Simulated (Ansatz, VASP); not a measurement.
K2PdC2 in VASP and in Ansatz

Contents of INCAR:

```
SYSTEM = K2PdC2
PREC     = Accurate       ! precision mode
ENCUT    = 520            ! plane-wave cutoff, eV
EDIFF    = 1E-6           ! SCF threshold, eV
ISMEAR   = 0              ! smearing method
SIGMA    = 0.05           ! smearing width, eV
LREAL    = .FALSE.        ! projectors in reciprocal space
LASPH    = .TRUE.         ! aspherical terms in the spheres
NELM     = 80             ! most SCF steps
ALGO     = Normal         ! electronic algorithm
ISIF     = 2              ! what is computed and relaxed
LWAVE    = .FALSE.        ! write WAVECAR
LCHARG   = .TRUE.         ! write CHGCAR
GGA      = CA             ! functional
LELF     = .TRUE.         ! ELF
LVHAR    = .TRUE.       
NBANDS   = 26             ! bands
```

File KPOINTS:

```
regular mesh
0
G
  6 6 6
  0 0 0
```

The input POSCAR:

```
K2PdC2
1.0
    5.1181840614      0.0000000000      0.0000000000
   -2.5590920307      4.4324774185      0.0000000000
    0.0000000000      0.0000000000      5.2581371800
K Pd C
2 1 2
Direct
    0.7102506823      0.3652390472      0.6821619258
    0.3333333333      0.6666666667      0.2798017900
    0.0000000000      0.0000000000      0.0000000000
    0.0000000000      0.0000000000      0.6201967800
    0.0000000000      0.0000000000      0.3798032200
```

Input for Ansatz:

```yaml
crystal:
  lattice:
    - [5.1181840614, 0.0, 0.0]
    - [-2.5590920307, 4.4324774185, 0.0]
    - [0.0, 0.0, 5.25813718]
  atoms:
    - { symbol: K, position: [0.7102506823, 0.3652390472, 0.6821619258] }
    - { symbol: K, position: [0.3333333333, 0.6666666667, 0.27980179] }
    - { symbol: Pd, position: [0.0, 0.0, 0.0] }
    - { symbol: C, position: [0.0, 0.0, 0.62019678] }
    - { symbol: C, position: [0.0, 0.0, 0.37980322] }
basis:
  ecutwfc: 420
kpoints:
  mp_grid: { grid: [6, 6, 6] }
hamiltonian:
  xc: lda
scf:
  occupations: { method: gaussian, width: 0.05 }
output:
  forces: true
  stress: true
  eigenvalues: true
```

Alike in both runs: task single point; functional LDA; k mesh 6 × 6 × 6; occupations gaussian, width 0.05 eV; no spin polarisation.

|  | VASP | Ansatz |
| --- | --- | --- |
| version | VASP 6.6.1 | Ansatz 0.2.0 |
| potentials or method | VASP PAW LDA potentials, release 64 (K_sv, Pd, C), cutoff 520 eV | scalar-relativistic, plane waves, PAW |
| valence electrons in the cell | 36 | 44 |

```tsv
	VASP	Ansatz	Ansatz less VASP
gap on the k mesh at the Fermi level (eV)	1.31	1.31	-0.003
least direct gap on the mesh (eV)	1.36	1.35	-0.003
pressure (GPa)	-2.4	-2.5	-0.14
traceless stress, the component that is largest in VASP (GPa)	-1.46	-1.58	-0.120
rms of the force components (eV/Å)	0.192	0.176	-0.0163
```

LDA's correlation is that of Perdew and Zunger in VASP and of Perdew and Wang (1992) in Ansatz. Atom by atom the forces differ by 0.020 eV/Å (rms over components). VASP's potentials hold 36 valence electrons a cell and Ansatz's 44, so a difference there can come from the potentials and not from the codes.
